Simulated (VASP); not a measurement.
A run of VASP 6.6.1 is set up as follows.

Contents of POSCAR:

```
Mo
1.0
   -1.5764210372      1.5764210372      1.5764210372
    1.5764210372     -1.5764210372      1.5764210372
    1.5764210372      1.5764210372     -1.5764210372
Mo
1
Direct
    0.0000000000      0.0000000000      0.0000000000
```

Contents of INCAR.step1:

```
ALGO = Normal
EDIFF = 1E-4
ENCUT = 520
GGA = PE
ISMEAR = -1
LASPH = True
LCHARG = False
LREAL = False
LWAVE = True
NBANDS = 13
NELM = 100
PREC = Accurate
SIGMA = 0.2
```

INCAR.step2

```
ALGO = Normal
EDIFF = 1E-7
ENCUT = 520
ISIF = 2
ISMEAR = -1
ISTART = 1
LASPH = True
LCHARG = False
LMIXTAU = True
LREAL = False
LWAVE = False
METAGGA = R2SCAN
NBANDS = 13
NELM = 100
PREC = Accurate
SIGMA = 0.2
```

KPOINTS

```
k-points
0
Gamma
  14 14 14
```

Potentials or basis: VASP PAW PBE potentials, release 64 (Mo_sv).

Run with:

```bash
$ cat potpaw_PBE.64/Mo_sv/POTCAR > POTCAR
$ cp INCAR.step1 INCAR
$ mpirun -np 1 vasp_std > vasp.out
$ cp INCAR.step2 INCAR
$ mpirun -np 1 vasp_std > vasp.out
```

Task: What does it give for the band gap on the k mesh?

Result: Zero (band 7 reaches 16.64 eV, above the bottom of band 8 at 11.10 eV).

Task: What does it give for the pressure?

Result: 1.0 GPa.

Caveat: the PAW data sets were made with another functional, which shifts forces and pressure a little.
